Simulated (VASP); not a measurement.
**Ti4B: single point with PBE**

Crystal: Ti4B.

```xyz
5
Lattice="4.3919 0.0000 0.0000 0.0000 4.3919 0.0000 0.0000 0.0000 4.3919" Properties=species:S:1:pos:R:3 pbc="T T T"
Ti    1.1854    1.1854    1.1854
Ti    3.2065    3.2065    1.1854
Ti    1.1854    3.2065    3.2065
Ti    3.2065    1.1854    3.2065
B     0.0000    0.0000    0.0000
```

The cell was generated, and may not be a known phase.

```yaml
Program: VASP 6.6.1
Task: single point
Functional: PBE
Potentials_or_basis: VASP PAW PBE potentials, release 64 (Ti_sv, B)
Cutoff: 520 eV
k_mesh: 8 × 8 × 8
Occupations: gaussian, width 0.1 eV
Spin: no spin polarisation
Dipole_correction: no
Further_INCAR_settings: ALGO = Normal; EDIFF = 1e-06; NBANDS = 34
```

The pressure is -0.1 GPa and the largest force is 0.031 eV/Å. The band gap on the k mesh is zero (an odd number of electrons rules out a gap without spin polarisation).

Forces in eV/Å, atoms in the order of the input:
```
Ti   0.018  0.018  0.018
Ti  -0.018 -0.018  0.018
Ti   0.018 -0.018 -0.018
Ti  -0.018  0.018 -0.018
B    0.000  0.000  0.000
```

Levels at points of the mesh, in eV from the Fermi level:
```
           k point  band 24  band 25  band 26  band 27  band 28  band 29
(0.00, 0.00, 0.00)    -0.06    -0.06    -0.06    -0.03     1.26     1.26
(0.50, 0.00, 0.00)    -0.51    -0.34    -0.30     0.03     0.03     0.23
(0.50, 0.50, 0.00)    -0.73    -0.37    -0.14     0.19     0.19     0.80
(0.50, 0.50, 0.50)    -0.91     0.51     0.51     0.51     0.53     0.53
```

It took 3.5 min on 1 thread of Intel Xeon 8259CL (shared host), peak memory 0.24 GiB.
